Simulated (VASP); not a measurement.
**Tc: single point with LDA**

The system is Tc.

```xyz
1
Lattice="0.0000 1.9072 1.9072 1.9072 0.0000 1.9072 1.9072 1.9072 0.0000" Properties=species:S:1:pos:R:3 pbc="T T T"
Tc    0.0000    0.0000    0.0000
```

```
Program                : VASP 6.6.1
Task                   : single point
Functional             : LDA
Potentials or basis    : VASP PAW LDA potentials, release 64 (Tc_pv)
Cutoff                 : 520 eV
k mesh                 : 15 × 15 × 15
Occupations            : fermi-dirac, width 0.136057 eV
Spin                   : no spin polarisation
Dipole correction      : no
Further INCAR settings : ALGO = Normal; EDIFF = 1e-06; NBANDS = 12
```

```
Pressure : -0.6 GPa
```

Levels at points of the mesh, in eV from the Fermi level:
| k point | band 3 | band 4 | band 5 | band 6 | band 7 | band 8 | band 9 | band 10 | band 11 | band 12 |
| --- | --- | --- | --- | --- | --- | --- | --- | --- | --- | --- |
| (0.00, 0.00, 0.00) | -38.08 | -7.63 | -1.88 | -1.88 | -1.88 | 0.88 | 0.88 | 14.02 | 19.74 | 19.74 |

Wall time 9.7 s on 1 thread of Intel(R) Xeon(R) Platinum 8559C (Emerald Rapids), on a shared host, peak memory 0.13 GiB.
